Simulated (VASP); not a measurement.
Here is a VASP 6.6.1 calculation.

INCAR

```
SYSTEM = MgCd3
PREC = Accurate
ENCUT = 520
EDIFF = 1E-6
ISMEAR = -1
SIGMA = 0.05
LREAL = .False.
LASPH = .True.
NELM = 80
ALGO = Normal
ISIF = 2
LWAVE = .False.
LCHARG = .False.
GGA = PS
NBANDS = 27
```

KPOINTS

```
regular mesh
0
Gamma
  8 8 3
  0 0 0
```

File POSCAR:

```
MgCd3
1.0
    3.0264036669      0.0000000000      0.0000000000
   -1.5132018383      2.6209424607      0.0000000000
    0.0000000000      0.0000000000      9.6919777720
Mg Cd
1 3
Direct
    0.0000000000      0.0000000000      0.5000000000
    0.0000000000      0.0000000000      0.0000000000
    0.6666666667      0.3333333333      0.7477864600
    0.6666666667      0.3333333333      0.2522135400
```

Potentials or basis: VASP PAW PBE potentials, release 64 (Mg, Cd).

The run is started by

```sh
$ cat potpaw_PBE.64/Mg/POTCAR potpaw_PBE.64/Cd/POTCAR > POTCAR
$ mpirun -np 1 vasp_std > vasp.out
```

Question: Estimate the pressure.

Answer: 5.8 GPa.

Question: Predict the largest force.

Answer: 0.050 eV/Å.

Stress tensor (GPa, compression positive):
```
6.13 0.00 0.00
0.00 6.13 0.00
0.00 0.00 5.22
```

Caveat: the PAW data sets were made with another functional, which shifts forces and pressure a little.
